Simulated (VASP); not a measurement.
Wanted: the native input for a VASP 6.6.1 run.

- Task: single point
- Functional: PBEsol
- Potentials or basis: VASP PAW PBE potentials, release 64 (Sn_d)
- Cutoff: 500 eV
- k mesh: 12 × 12 × 6
- Occupations: gaussian, width 0.1 eV
- Spin: no spin polarisation
- Dipole correction: no
- Further INCAR settings: ALGO = Normal; EDIFF = 1e-06; NBANDS = 36

The structure of Sn lies in POSCAR:

```
Sn
1.0
    4.6104866469      0.0000000000      0.0000000000
   -2.3052433235      3.9927985600      0.0000000000
    0.0000000000      0.0000000000      7.5802769709
Sn
4
Direct
    0.6666666667      0.3333333333      0.0626697239
    0.3333333333      0.6666666667      0.5626697239
    0.6666666667      0.3333333333      0.4373302761
    0.3333333333      0.6666666667      0.9373302761
```

This isn't the form of Sn at room conditions, which is tetragonal (white tin).

The input as run:

INCAR

```
PREC = Accurate ; ENCUT = 500
EDIFF = 1E-6 ; ISMEAR = 0
SIGMA = 0.1 ; LREAL = False
LASPH = True ; NELM = 120
ALGO = Normal ; ISIF = 2
LWAVE = False ; LCHARG = True
GGA = PS ; LELF = True
LVHAR = True ; NBANDS = 36
GGA_COMPAT = False
```

KPOINTS

```
Automatic mesh
0
Gamma
  12 12 6
```

Potentials or basis: VASP PAW PBE potentials, release 64 (Sn_d).

The run is started by

```console
$ cat potpaw_PBE.64/Sn_d/POTCAR > POTCAR
$ mpirun -np 1 vasp_std > vasp.out
```

Results of the run:

| Quantity | Value |
| --- | --- |
| Pressure | -0.1 GPa |
| Band gap on the k mesh | zero (bands 28 and 29 overlap by 0.06 eV) |

Caveat: the PAW data sets were made with another functional, which shifts forces and pressure a little; spin-orbit coupling is left out, which moves the levels of the heavy elements.

Run time: 8.9 min on 1 thread of Intel Xeon 8259CL, on a shared host, peak memory 0.42 GiB.
